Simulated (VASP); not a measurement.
# TaN (P6_3/mmc) in VASP: a series of runs

TaN is run at these levels: PBE; tasks: single point.

Everything below comes from runs of VASP 6.6.1. Logs are shortened: lines on timing, memory, paths and dates and some standing lists are left out, and cuts for length are marked.

## (1) The cell of the first run

The structure is hexagonal, space group P6_3/mmc (No. 194). The conventional cell has a = 2.917 Å, b = 2.917 Å, c = 5.915 Å, α = 90.00°, β = 90.00°, γ = 120.00°. Ta (site symmetry -3m) has 6 N at 2.24 Å and 8 Ta at 2.92 to 2.96 Å within 3.0 Å. Within 3.0 Å of N (site symmetry -6m2) lie 6 Ta at 2.24 Å and 6 N at 2.92 Å.

## (2) Single point, PBE

File INCAR:

```
  PREC = Accurate
  ENCUT = 520
  EDIFF = 1E-6
  ISMEAR = 0
  SIGMA = 0.1
  LREAL = False
  LASPH = True
  NELM = 60
  ALGO = Normal
  ISIF = 2
  LWAVE = False
  LCHARG = False
  GGA = PE
  NBANDS = 24
```

File KPOINTS:

```
Automatic mesh
0
Gamma
  18 18 8
```

File POSCAR:

```
TaN
1.0
    2.9171232583      0.0000000000      0.0000000000
   -1.4585616292      2.5263028477      0.0000000000
    0.0000000000      0.0000000000      5.9149681215
Ta N
2 2
Direct
    0.0000000000      0.0000000000      0.0000000000
    0.0000000000      0.0000000000      0.5000000000
    0.3333333333      0.6666666667      0.2500000000
    0.6666666667      0.3333333333      0.7500000000
```

Potentials or basis: VASP PAW PBE potentials, release 64 (Ta_pv, N).

Started as:

```sh
> cat potpaw_PBE.64/Ta_pv/POTCAR potpaw_PBE.64/N/POTCAR > POTCAR
> mpirun -np 1 vasp_std > vasp.out
```

OUTCAR:

```text
PREC = Accurate
   ENCUT = 520
   EDIFF = 1E-6
   ISMEAR = 0
   LREAL = False
   LASPH = True
   NELM = 60
   ISIF = 2
   GGA = PE

 ion  position               nearest neighbor table
   1  0.000  0.000  0.000-   3 2.24   4 2.24   4 2.24   3 2.24   4 2.24   3 2.24   2 2.96   2 2.96

   2  0.000  0.000  0.500-   3 2.24   4 2.24   4 2.24   3 2.24   4 2.24   3 2.24   1 2.96   1 2.96

   3  0.333  0.667  0.250-   1 2.24   2 2.24   1 2.24   2 2.24   1 2.24   2 2.24
   4  0.667  0.333  0.750-   1 2.24   2 2.24   1 2.24   2 2.24   1 2.24   2 2.24

  LATTYP: Found a hexagonal cell.
 ALAT       =     2.9171232583
 C/A-ratio  =     2.0276716469

  Lattice vectors:

 A1 = (   2.9171232583,   0.0000000000,   0.0000000000)
 A2 = (  -1.4585616292,   2.5263028477,   0.0000000000)
 A3 = (   0.0000000000,   0.0000000000,   5.9149681215)

Analysis of symmetry for initial positions (statically):
=====================================================================
 Subroutine PRICEL returns:
 Original cell was already a primitive cell.

 Routine SETGRP: Setting up the symmetry group for a
 hexagonal supercell.

 Subroutine GETGRP returns: Found 24 space group operations
 (whereof 12 operations were pure point group operations)
 out of a pool of 24 trial point group operations.

The static configuration has the point symmetry D_3d.
 The point group associated with its full space group is D_6h.

Analysis of symmetry for dynamics (positions and initial velocities):
=====================================================================
 Subroutine PRICEL returns:
 Original cell was already a primitive cell.

 Routine SETGRP: Setting up the symmetry group for a
 hexagonal supercell.

 Subroutine GETGRP returns: Found 24 space group operations
 (whereof 12 operations were pure point group operations)
 out of a pool of 24 trial point group operations.

The dynamic configuration has the point symmetry D_3d.
 The point group associated with its full space group is D_6h.

 Subroutine INISYM returns: Found 24 space group operations
 (whereof 12 operations are pure point group operations),
 and found     1 'primitive' translations

----------------------------------------------------------------------------------------

                                     Primitive cell

  volume of cell :      43.5906

  direct lattice vectors                    reciprocal lattice vectors
     2.917123258  0.000000000  0.000000000     0.342803478  0.197917681  0.000000000
    -1.458561629  2.526302848  0.000000000     0.000000000  0.395835361  0.000000000
     0.000000000  0.000000000  5.914968122     0.000000000  0.000000000  0.169062619

  length of vectors
     2.917123258  2.917123258  5.914968122     0.395835361  0.395835361  0.169062619

  position of ions in fractional coordinates (direct lattice)
     0.000000000  0.000000000  0.000000000
     0.000000000  0.000000000  0.500000000
     0.333333333  0.666666667  0.250000000
     0.666666667  0.333333333  0.750000000

  ion indices of the primitive-cell ions
   primitive index   ion index
                 1           1
                 2           2
                 3           3
                 4           4

----------------------------------------------------------------------------------------

 KPOINTS: Automatic mesh

Automatic generation of k-mesh.
 Grid dimensions read from file:
 generate k-points for:   18   18    8

 Generating k-lattice:

  Cartesian coordinates                     Fractional coordinates (reciprocal lattice)
     0.019044638  0.010995427  0.000000000     0.055555556  0.000000000  0.000000000
     0.000000000  0.021990853  0.000000000     0.000000000  0.055555556  0.000000000
     0.000000000  0.000000000  0.021132827     0.000000000  0.000000000  0.125000000

  Length of vectors
     0.021990853  0.021990853  0.021132827

  Shift w.r.t. Gamma in fractional coordinates (k-lattice)
     0.000000000  0.000000000  0.000000000

 Subroutine IBZKPT returns following result:
 ===========================================

 Found    185 irreducible k-points:

 Following reciprocal coordinates:
            Coordinates               Weight
  0.000000  0.000000  0.000000      1.000000
  0.055556  0.000000  0.000000      6.000000
  0.111111  0.000000  0.000000      6.000000
  0.166667  0.000000  0.000000      6.000000
  0.222222  0.000000  0.000000      6.000000
  0.277778  0.000000  0.000000      6.000000
[... 16 lines left out ...]
  0.333333  0.111111  0.000000     12.000000
  0.388889  0.111111  0.000000     12.000000
 [... further k-points ...]
   k-points           NKPTS =    185   k-points in BZ     NKDIM =    185   number of bands    NBANDS=     24
   number of dos      NEDOS =    301   number of ions     NIONS =      4
   total plane-waves  NPLWV =  27648
   dimension x,y,z NGX =    24 NGY =   24 NGZ =   48
   dimension x,y,z NGXF=    48 NGYF=   48 NGZF=   96
   ions per type =               2   2
   NGX,Y,Z   is equivalent  to a cutoff of  13.68, 13.68, 13.49 a.u.
   NGXF,Y,Z  is equivalent  to a cutoff of  27.36, 27.36, 26.98 a.u.
 SYSTEM =  unknown system
   PREC   = accura    normal or accurate (medium, high low for compatibility)
   ISTART =      0    job   : 0-new  1-cont  2-samecut
   ICHARG =      2    charge: 1-file 2-atom 10-const
   ISPIN  =      1    spin polarized calculation?
   LNONCOLLINEAR =      F non collinear calculations
   LSORBIT =      F    spin-orbit coupling
   LASPH  =      T    aspherical Exc in radial PAW
   ENCUT  =  520.0 eV  38.22 Ry    6.18 a.u.   5.42  5.42 11.00*2*pi/ulx,y,z
   NELM   =     60;   NELMIN=  2; NELMDL= -5     # of ELM steps
   EDIFF  = 0.1E-05   stopping-criterion for ELM
   LREAL  =      F    real-space projection
   EDIFFG = 0.1E-04   stopping-criterion for IOM
   NSW    =      0    number of steps for IOM
   IBRION =     -1    ionic relax: 0-MD 1-quasi-New 2-CG
   NFREE  =      0    steps in history (QN), initial steepest desc. (CG)
   ISIF   =      2    stress and relaxation
   ISYM   =      2    0-nonsym 1-usesym 2-fastsym
   POTIM  = 0.5000    time-step for ionic-motion
   TEBEG  =    0.0;   TEEND  =   0.0 temperature during run
   PSTRESS=    0.0 pullay stress
   NELECT =      32.0000    total number of electrons
   NUPDOWN=      -1.0000    fix difference up-down
   EMIN   =  10.00;   EMAX   =-10.00  energy-range for DOS
   EFERMI =   0.00;   METHOD = LEGACY
   ISMEAR =     0;   SIGMA  =   0.10  broadening in eV -4-tet -1-fermi 0-gaus
   EFERMI_NEDOS =   21; number of points for ismear=-14 and -15
   IALGO  =     38    algorithm
   IMIX   =      4    mixing-type and parameters
     AMIX     =   0.40;   BMIX     =  1.00
     AMIX_MAG =   1.60;   BMIX_MAG =  1.00
  volume/ion in A,a.u.               =      10.90        73.54
  Fermi-wavevector in a.u.,A,eV,Ry     =   1.476819  2.790783 29.674232  2.180995
  Thomas-Fermi vector in A             =   2.591299
   LORBIT       =      0    0 simple, 1 ext, 2 COOP (PROOUT), +10 PAW based schemes
   GGA     = PE    functional components
   LHFCALC =     F    Hartree Fock is set to
   AEXX    =    0.0000 exact exchange contribution
   IVDW    =     0    specifies the selected vdW correction
   LEPSILON=     F    determine dielectric tensor
   LRPA    =     F    only Hartree local field effects (RPA)
 non-spin polarized calculation
 Gauss-broadening in eV      SIGMA  =   0.10
  energy-cutoff  :      520.00
  volume of cell :       43.59
 maximum number of plane-waves:      1221
 NGX is ok and might be reduce to    24
   NGX = 11   NGY = 11   NGZ = 21

 number of electron      32.0000005 magnetization

 Free energy of the ion-electron system (eV)
  ---------------------------------------------------
  ext. energy  EPLUGINS =         0.00000000
  ---------------------------------------------------
  free energy    TOTEN  =       -44.02879687 eV

  energy without entropy =      -44.02323661  energy(sigma->0) =      -44.02601674

 E-fermi :   8.1470     XC(G=0): -13.2867

 val. band max:        8.1420417182   @ k =   0.1667   0.1111   0.5000
 cond. band min:       8.1475265462   @ k =   0.1667   0.1667   0.5000
 fundamental gap:      0.0054848280
 Fermi energy:         8.1470356151

 k-point     1 :       0.0000    0.0000    0.0000
  band No.  band energies     occupation
      1     -27.4598      2.00000
      2     -26.7126      2.00000
      3     -26.4589      2.00000
      4     -26.4589      2.00000
      5     -26.3983      2.00000
      6     -26.3983      2.00000
[... 16 lines left out ...]
     23      12.0946      0.00000
     24      14.1147      0.00000

 k-point     2 :       0.0556    0.0000    0.0000
  band No.  band energies     occupation
      1     -27.4519      2.00000
      2     -26.7080      2.00000
      3     -26.4944      2.00000
      4     -26.4665      2.00000
      5     -26.4308      2.00000
      6     -26.4053      2.00000
[... 16 lines left out ...]
     23      12.1249      0.00000
     24      13.9643      0.00000

 k-point     3 :       0.1111    0.0000    0.0000
  band No.  band energies     occupation
      1     -27.4292      2.00000
      2     -26.6946      2.00000
      3     -26.5954      2.00000
      4     -26.5236      2.00000
      5     -26.4882      2.00000
      6     -26.4258      2.00000
[... 16 lines left out ...]
     23      12.2922      0.00000
     24      13.7527      0.00000
[... 514 lines left out ...]
 k-point    23 :       0.3333    0.1111    0.0000
  band No.  band energies     occupation
      1     -27.3981      2.00000
      2     -27.2696      2.00000
      3     -27.2129      2.00000
      4     -26.7521      2.00000
      5     -26.6731      2.00000
      6     -26.5690      2.00000
[... 16 lines left out ...]
     23      14.6717      0.00000
     24      15.0992      0.00000

 k-point    24 :       0.3889    0.1111    0.0000
  band No.  band energies     occupation
      1     -27.4732      2.00000
      2     -27.3405      2.00000
      3     -27.1907      2.00000
      4     -26.7794      2.00000
      5     -26.6984      2.00000
      6     -26.5562      2.00000
[... 16 lines left out ...]
     23      14.7266      0.00000
     24      15.7237      0.00000

 [... further k-points ...]

------------------------ aborting loop because EDIFF is reached ----------------------------------------

  FORCE on cell =-STRESS in cart. coord.  units (eV):
  Direction    XX          YY          ZZ          XY          YZ          ZX
  --------------------------------------------------------------------------------------
  -------------------------------------------------------------------------------------
  Total        0.1830188      0.1830188      0.2059181     -0.0000000      0.0000000     -0.0000000
  in kB        6.7268797      6.7268797      7.5685474     -0.0000000      0.0000000     -0.0000000
  external PRESSURE =       7.0074356 kB  Pullay stress =       0.0000000 kB

 VOLUME and BASIS-vectors are now :
 -----------------------------------------------------------------------------
  energy-cutoff  :      520.00
  volume of cell :       43.59
      direct lattice vectors                 reciprocal lattice vectors
     2.917123258  0.000000000  0.000000000     0.342803478  0.197917681  0.000000000
    -1.458561629  2.526302848  0.000000000     0.000000000  0.395835361  0.000000000
     0.000000000  0.000000000  5.914968122     0.000000000  0.000000000  0.169062619

 POSITION                                       TOTAL-FORCE (eV/Angst)
 -----------------------------------------------------------------------------------
      0.00000      0.00000      0.00000        -0.000000      0.000000     -0.000000
      0.00000      0.00000      2.95748         0.000000      0.000000     -0.000000
     -0.00000      1.68420      1.47874        -0.000000      0.000000      0.000000
      1.45856      0.84210      4.43623         0.000000      0.000000     -0.000000
 -----------------------------------------------------------------------------------
    total drift:                               -0.000000      0.000000      0.000000

  FREE ENERGIE OF THE ION-ELECTRON SYSTEM (eV)
  ---------------------------------------------------
  free  energy   TOTEN  =       -44.0287968684 eV

  energy  without entropy=      -44.0232366071  energy(sigma->0) =      -44.02601674
```

It took 2.5 min on 1 thread of Intel Xeon Platinum 8259CL at 2.50GHz (Skylake/Cascade Lake), shared host; peak memory 0.3 GiB.

What came out:

| Quantity | Value |
| --- | --- |
| Free energy | -44.0288 eV |
| Pressure | 0.7 GPa |
| Band gap on the k mesh | zero (bands 16 and 17 overlap by 0.98 eV) |

Levels at points of the mesh, in eV from the Fermi level:
```tsv
k point	band 14	band 15	band 16	band 17	band 18	band 19
(0.00, 0.00, 0.00)	-1.98	-1.98	-0.23	-0.23	0.57	0.57
(0.50, 0.00, 0.00)	-3.70	-2.80	-2.13	2.84	3.96	4.83
(0.00, 0.00, 0.50)	-3.85	-0.66	-0.66	0.99	0.99	0.99
(0.50, 0.00, 0.50)	-4.33	-2.21	-2.21	3.89	3.89	4.76
```

Caveat: spin-orbit coupling is left out, which moves the levels of the heavy elements.

## (3) Single point, PBE (biaxial strain in the a-b plane: +2.0 %)

File INCAR:

```
SYSTEM = TaN
ALGO = Normal
EDIFF = 1E-6
ENCUT = 520
GGA = PE
ISIF = 2
ISMEAR = 0
LASPH = .TRUE.
LCHARG = .TRUE.
LELF = .TRUE.
LREAL = .FALSE.
LVHAR = .TRUE.
LWAVE = .FALSE.
NBANDS = 24
NELM = 100
PREC = Accurate
SIGMA = 0.1
```

File KPOINTS:

```
k-points
0
G
  18 18 8
  0 0 0
```

File POSCAR:

```
TaN
1.0
    2.9754657235      0.0000000000      0.0000000000
   -1.4877328617      2.5768289046      0.0000000000
    0.0000000000      0.0000000000      5.8439885040
Ta N
2 2
Direct
    0.0000000000      0.0000000000      0.0000000000
    0.0000000000      0.0000000000      0.5000000000
    0.3333333333      0.6666666667      0.2500000000
    0.6666666667      0.3333333333      0.7500000000
```

Potentials or basis: VASP PAW PBE potentials, release 64 (Ta_pv, N).

Started as:

```sh
> cat potpaw_PBE.64/Ta_pv/POTCAR potpaw_PBE.64/N/POTCAR > POTCAR
> mpirun -np 1 vasp_std > vasp.out
```

It took 3 min on 1 thread of Intel Xeon Platinum 8259CL at 2.50GHz (Skylake/Cascade Lake), shared host; peak memory 0.3 GiB.

The run converged. Its results:

| Item | Value |
| --- | --- |
| Free energy | -43.9547 eV |
| Pressure | -6.8 GPa |
| Band gap on the k mesh | zero (bands 16 and 17 overlap by 0.93 eV) |

Stress tensor (GPa, compression positive):
```
-12.34   0.00   0.00
  0.00 -12.34   0.00
  0.00   0.00   4.26
```

Levels at points of the mesh, in eV from the Fermi level:
| k point | band 13 | band 14 | band 15 | band 16 | band 17 | band 18 | band 19 | band 20 |
| --- | --- | --- | --- | --- | --- | --- | --- | --- |
| (0.00, 0.00, 0.00) | -3.44 | -2.20 | -2.20 | -0.26 | -0.26 | 0.31 | 0.31 | 2.58 |
| (0.50, 0.00, 0.00) | -4.25 | -3.65 | -2.99 | -1.79 | 2.79 | 3.63 | 4.31 | 4.73 |
| (0.00, 0.00, 0.50) | -4.07 | -4.07 | -0.53 | -0.53 | 0.86 | 0.86 | 0.86 | 0.86 |
| (0.50, 0.00, 0.50) | -4.50 | -4.50 | -2.06 | -2.06 | 3.62 | 3.62 | 4.40 | 4.40 |

Caveat: the cell differs from its parent crystal (biaxial strain in the a-b plane: +2.0 %); the stress differs along the axes, from -12 to 4 GPa; spin-orbit coupling is left out, which moves the levels of the heavy elements.
